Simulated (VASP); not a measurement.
A run of VASP 6.6.1 is set up as follows.

Contents of POSCAR:

```
Mg
1.0
    3.1877604248      0.0000000000      0.0000000000
   -1.5938802124      2.7606815091      0.0000000000
    0.0000000000      0.0000000000      5.1753304900
Mg
2
Direct
    0.6666666667      0.3333333333      0.7500000000
    0.3333333333      0.6666666667      0.2500000000
```

Contents of INCAR.step1:

```
  PREC = Accurate
  ENCUT = 520
  EDIFF = 1E-5
  ISMEAR = -1
  SIGMA = 0.05
  LREAL = F
  LASPH = T
  NELM = 100
  ALGO = Normal
  ISIF = 2
  LWAVE = T
  GGA = PE
  NBANDS = 9
```

INCAR.step2

```
  PREC = Accurate
  ENCUT = 520
  EDIFF = 1E-6
  ISMEAR = -1
  SIGMA = 0.05
  LREAL = F
  LASPH = T
  NELM = 100
  ALGO = Normal
  ISIF = 2
  LWAVE = F
  LCHARG = T
  GGA = PS
  LHFCALC = T
  AEXX = 0.25
  HFSCREEN = 0.207
  PRECFOCK = Normal
  LELF = T
  LVHAR = T
  ISTART = 1
  NBANDS = 9
```

The input KPOINTS:

```
regular mesh
0
Gamma
  5 5 3
```

Potentials or basis: VASP PAW PBE potentials, release 64 (Mg).

Command:

```sh
$ cat potpaw_PBE.64/Mg/POTCAR > POTCAR
$ cp INCAR.step1 INCAR
$ mpirun -np 1 vasp_std > vasp.out
$ cp INCAR.step2 INCAR
$ mpirun -np 1 vasp_std > vasp.out
```

Problem. Estimate the band gap on the k mesh.

Solution. Zero (band 2 reaches 3.21 eV, above the bottom of band 3 at 1.19 eV).

Problem. What does it give for the pressure?

Solution. -0.4 GPa.

Stress tensor (GPa, compression positive):
```
-0.68  0.00  0.00
 0.00 -0.68  0.00
 0.00  0.00  0.11
```

Caveat: the k points lie up to 0.46 Å⁻¹ apart; the PAW data sets were made with another functional, which shifts forces and pressure a little.
